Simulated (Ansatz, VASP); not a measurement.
**Br in VASP and in Ansatz**

Contents of INCAR:

```
PREC = Accurate
ENCUT = 520
EDIFF = 1E-7
ISMEAR = 0
SIGMA = 0.15
LREAL = False
LASPH = True
NELM = 60
ALGO = Fast
ISIF = 2
LWAVE = False
LCHARG = False
GGA = PE
IVDW = 12
NBANDS = 10
```

File KPOINTS:

```
Automatic mesh
0
Gamma
  22 22 22
```

Contents of POSCAR:

```
Br
1.0
   -1.4453500000      1.4453500000      3.2121000000
    1.4453500000     -1.4453500000      3.2121000000
    1.4453500000      1.4453500000     -3.2121000000
Br
1
Direct
    0.0000000000      0.0000000000      0.0000000000
```

Input for Ansatz:

```yaml
crystal:
  lattice:
    - [-1.44535, 1.44535, 3.2121]
    - [1.44535, -1.44535, 3.2121]
    - [1.44535, 1.44535, -3.2121]
  atoms:
    - { symbol: Br, position: [0.0, 0.0, 0.0] }
basis:
  ecutwfc: 420
kpoints:
  mp_grid: { grid: [22, 22, 22] }
hamiltonian:
  xc: pbe
  dispersion: d3bj
scf:
  occupations: { method: gaussian, width: 0.15 }
output:
  forces: true
  stress: true
  eigenvalues: true
```

Alike in both runs: task single point; functional PBE; dispersion D3(BJ); k mesh 22 × 22 × 22; occupations gaussian, width 0.15 eV; no spin polarisation.

|  | VASP | Ansatz |
| --- | --- | --- |
| version | VASP 6.6.1 | Ansatz 0.2.0 |
| potentials or method | VASP PAW PBE potentials, release 64 (Br), cutoff 520 eV | scalar-relativistic, plane waves, PAW |
| valence electrons in the cell | 7 | 7 |

|  | VASP | Ansatz | Ansatz less VASP |
| --- | --- | --- | --- |
| gap on the k mesh at the Fermi level (eV) | none | none | - |
| pressure (GPa) | -0.7 | -0.7 | 0.00 |
| traceless stress, the component that is largest in VASP (GPa) | 3.64 | 3.65 | +0.012 |

A gap of «none» marks a metal or a gap that the smearing closes.
